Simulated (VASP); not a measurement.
Input of a VASP 6.6.1 run:

Contents of INCAR:

```
ALGO = Normal ; EDIFF = 1E-6
ENCUT = 600 ; GGA = PE
GGA_COMPAT = F ; ISIF = 2
ISMEAR = 1 ; LASPH = T
LCHARG = F ; LREAL = F
LWAVE = F ; NBANDS = 10
NELM = 120 ; PREC = Accurate
SIGMA = 0.2
```

KPOINTS

```
k-points
0
Gamma
  16 16 16
```

Contents of POSCAR:

```
Fe
1.0
   -1.3807996972      1.3807996972      1.3807996972
    1.3807996972     -1.3807996972      1.3807996972
    1.3807996972      1.3807996972     -1.3807996972
Fe
1
Direct
    0.0000000000      0.0000000000      0.0000000000
```

Potentials or basis: VASP PAW PBE potentials, release 64 (Fe).

The run is started by

```bash
$ cat potpaw_PBE.64/Fe/POTCAR > POTCAR
$ mpirun -np 1 vasp_std > vasp.out
```

Task: What does it give for the pressure?

Result: -1.7 GPa.

Task: Predict the band gap on the k mesh.

Result: Zero (bands 4 and 5 overlap by 2.03 eV).

Caveat: the run has no spin polarisation, though such a crystal can be magnetic. Spin polarisation is off, so any magnetic state and its effect on volume and gap are missing.
